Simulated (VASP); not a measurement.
Set up this calculation in VASP 6.6.1, as the native input.

```
Task                               : single point
Functional                         : HSE06
Potentials or basis                : VASP PAW PBE potentials, release 64 (Cd, Te)
Cutoff                             : 520 eV
k mesh                             : 4 × 4 × 4
Occupations                        : fermi-dirac, width 0.02 eV
Spin                               : no spin polarisation
Dipole correction                  : no
Grid for exact exchange (PRECFOCK) : Normal
Further INCAR settings             : ALGO = Normal; EDIFF = 1e-06; NBANDS = 16
Share of exact exchange            : 0.25
Screening parameter                : 0.2079 1/Å
```

Crystal: CdTe.

```xyz
2
Lattice="3.7611 0.0000 0.0000 0.0000 3.7611 0.0000 0.0000 0.0000 3.7611" Properties=species:S:1:pos:R:3 pbc="T T T"
Cd    0.0000    0.0000    0.0000
Te    1.8805    1.8805    1.8805
```

These files were run (other wordings do the same):

POSCAR

```
CdTe
1.0
    3.7610753690      0.0000000000      0.0000000000
    0.0000000000      3.7610753690      0.0000000000
    0.0000000000      0.0000000000      3.7610753690
Cd Te
1 1
Direct
    0.0000000000      0.0000000000      0.0000000000
    0.5000000000      0.5000000000      0.5000000000
```

INCAR.step1

```
SYSTEM = CdTe
PREC = Accurate
ENCUT = 520
EDIFF = 1E-5
ISMEAR = -1
SIGMA = 0.02
LREAL = .False.
LASPH = .True.
NELM = 80
ALGO = Normal
ISIF = 2
LWAVE = .True.
LCHARG = .False.
GGA = PE
NBANDS = 16
```

INCAR.step2

```
SYSTEM = CdTe
PREC = Accurate
ENCUT = 520
EDIFF = 1E-6
ISMEAR = -1
SIGMA = 0.02
LREAL = .False.
LASPH = .True.
NELM = 80
ALGO = Normal
ISIF = 2
LWAVE = .False.
LCHARG = .False.
GGA = PE
LHFCALC = .True.
HFSCREEN = 0.2079
PRECFOCK = Normal
ISTART = 1
NBANDS = 16
```

KPOINTS

```
regular mesh
0
Gamma
  4 4 4
  0 0 0
```

Potentials or basis: VASP PAW PBE potentials, release 64 (Cd, Te).

Run with:

```console
$ cat potpaw_PBE.64/Cd/POTCAR potpaw_PBE.64/Te/POTCAR > POTCAR
$ cp INCAR.step1 INCAR
$ mpirun -np 1 vasp_std > vasp.out
$ cp INCAR.step2 INCAR
$ mpirun -np 1 vasp_std > vasp.out
```

Results of the run:

- Pressure: 1.0 GPa
- Band gap on the k mesh: zero (bands 9 and 10 overlap by 1.84 eV)

Caveat: the k points lie up to 0.42 Å⁻¹ apart, too coarse for converged energies and pressures of a metal; the PAW data sets were made with another functional, which shifts forces and pressure a little; spin-orbit coupling is left out, which moves the levels of the heavy elements.

Wall time 4.5 min on 1 thread of Intel(R) Xeon(R) 6975P-C (Granite Rapids) (shared host), peak memory 0.28 GiB.
